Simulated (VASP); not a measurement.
Set up this calculation in VASP 6.6.1, as the native input.

```
Task                   : single point
Functional             : PBE
Potentials or basis    : VASP PAW PBE potentials, release 64 (Be, Te)
Cutoff                 : 600 eV
k mesh                 : 4 × 4 × 3
Occupations            : gaussian, width 0.2 eV
Spin                   : no spin polarisation
Dipole correction      : no
Further INCAR settings : ALGO = Normal; EDIFF = 1e-06; NBANDS = 20
```

The structure of Be7Te lies in POSCAR:

```
Be7Te
1.0
    5.5664962306      0.0000000000      0.0000000000
   -2.7832481153      4.8207271458      0.0000000000
    0.0000000000      0.0000000000      5.2907055535
Be Te
7 1
Direct
    0.7910220787      0.2089779213      0.0022819490
    0.7910220787      0.5820441575      0.0022819490
    0.4179558425      0.2089779213      0.0022819490
    0.2089779213      0.7910220787      0.0022819490
    0.2089779213      0.4179558425      0.0022819490
    0.5820441575      0.7910220787      0.0022819490
    0.0000000000      0.0000000000      0.8308566144
    0.0000000000      0.0000000000      0.3536996615
```

The cell was built from a structure type or drawn by symmetry, and may not be a known phase.

The input as run:

INCAR

```
  PREC = Accurate
  ENCUT = 600
  EDIFF = 1E-6
  ISMEAR = 0
  SIGMA = 0.2
  LREAL = False
  LASPH = True
  NELM = 120
  ALGO = Normal
  ISIF = 2
  LWAVE = False
  LCHARG = False
  GGA = PE
  NBANDS = 20
  GGA_COMPAT = False
```

KPOINTS

```
regular mesh
0
Gamma
  4 4 3
```

Potentials or basis: VASP PAW PBE potentials, release 64 (Be, Te).

Run with:

```sh
$ cat potpaw_PBE.64/Be/POTCAR potpaw_PBE.64/Te/POTCAR > POTCAR
$ mpirun -np 1 vasp_std > vasp.out
```

Results of the run:

The pressure is 0.4 GPa and the largest force is 0.052 eV/Å. The band gap on the k mesh is zero (bands 10 and 11 overlap by 1.15 eV).

Caveat: the k points lie up to 0.40 Å⁻¹ apart, too coarse for converged energies and pressures of a metal; spin-orbit coupling is left out, which moves the levels of the heavy elements.

It took 20 s on 1 thread of Intel(R) Xeon(R) 6975P-C (Granite Rapids), on a shared host, peak memory 0.29 GiB.
